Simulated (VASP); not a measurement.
A run of VASP 6.6.1 is set up as follows.

File INCAR:

```
SYSTEM = ZnO
  PREC = Accurate
  ENCUT = 520
  EDIFF = 1E-6
  ISMEAR = -1
  SIGMA = 0.05
  LREAL = .FALSE.
  LASPH = .TRUE.
  NELM = 120
  ALGO = Normal
  ISIF = 2
  LWAVE = .FALSE.
  LCHARG = .FALSE.
  GGA = PS
  NBANDS = 26
  GGA_COMPAT = .FALSE.
```

KPOINTS

```
regular mesh
0
G
  6 6 4
  0 0 0
```

Contents of POSCAR:

```
ZnO
1.0
    3.2299238636      0.0000000000      0.0000000000
   -1.6149619318      2.7971961181      0.0000000000
    0.0000000000      0.0000000000      5.2145190000
Zn O
2 2
Direct
    0.6666667000      0.3333333000      0.4985410000
    0.3333333000      0.6666667000      0.9985410000
    0.3333333000      0.6666667000      0.3774590000
    0.6666667000      0.3333333000      0.8774590000
```

Potentials or basis: VASP PAW PBE potentials, release 64 (Zn, O).

Run with:

```console
$ cat potpaw_PBE.64/Zn/POTCAR potpaw_PBE.64/O/POTCAR > POTCAR
$ mpirun -np 1 vasp_std > vasp.out
```

(1) What does it give for the band gap on the k mesh?

(2) Estimate the pressure.

## Answers

(1) 0.69 eV, direct.

(2) 0.7 GPa.

Caveat: the PAW data sets were made with another functional, which shifts forces and pressure a little.
